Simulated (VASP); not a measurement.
## CuI: single point with PBE

CuI:

```
Cu I
1.0
     0.00000    3.00974    3.00974
     3.00974    0.00000    3.00974
     3.00974    3.00974    0.00000
Cu I
1 1
Direct
  0.00000 0.00000 0.00000
  0.25000 0.25000 0.25000
```

This cell differs from its parent crystal: volume changed by -3%.

| Property | Result |
| --- | --- |
| Program | VASP 6.6.1 |
| Task | single point |
| Functional | PBE |
| Potentials or basis | VASP PAW PBE potentials, release 64 (Cu, I) |
| Cutoff | 520 eV |
| k mesh | 6 × 6 × 6 |
| Occupations | gaussian, width 0.01 eV |
| Spin | no spin polarisation |
| Dipole correction | no |
| Further INCAR settings | ALGO = Normal; EDIFF = 1e-06; NBANDS = 16 |

```json
{
  "Pressure": "1.3 GPa",
  "Band gap on the k mesh": "1.20 eV, direct"
}
```

Levels at points of the mesh, in eV from the valence-band top:
| k point | band 7 | band 8 | band 9 | band 10 | band 11 | band 12 |
| --- | --- | --- | --- | --- | --- | --- |
| (0.00, 0.00, 0.00) | 0.00 | 0.00 | 0.00 | 1.20 | 4.85 | 4.85 |
| (0.50, 0.00, 0.00) | -1.87 | -0.74 | -0.74 | 2.18 | 5.39 | 5.39 |
| (0.50, 0.50, 0.00) | -1.85 | -1.57 | -1.57 | 2.67 | 2.89 | 9.34 |

Wall time 22 s on 1 thread of AMD EPYC 7R13 Processor (Zen 3), on a shared host, peak memory 0.15 GiB.

Caveat: spin-orbit coupling is left out, which moves the levels of the heavy elements.
